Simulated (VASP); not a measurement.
Pd:

```
CELL_PARAMETERS angstrom
0.00000 1.95585 1.95585
1.95585 0.00000 1.95585
1.95585 1.95585 0.00000
ATOMIC_POSITIONS crystal
Pd 0.00000 0.00000 0.00000
```

Program: VASP 6.6.1. Alike in all runs: task single point; level r2SCAN; potentials or basis VASP PAW PBE potentials, release 64 (Pd); no spin polarisation; cell as given; cutoff (eV) 520.

Question: Order these runs on this cell by their pressure, lowest first.
A. k mesh 14 × 14 × 14; smearing fermi-dirac 0.3 eV
B. k mesh 14 × 14 × 14; smearing fermi-dirac 0.6 eV
C. k mesh 2 × 2 × 2; smearing fermi-dirac 0.1 eV
D. k mesh 14 × 14 × 14; smearing methfessel-paxton 0.3 eV

Answer: D (0.4 GPa), A (2.0 GPa), B (5.7 GPa), C (64.1 GPa).

Caveats: some runs use coarse meshes; the PAW data sets were made with another functional, which shifts forces and pressure a little.
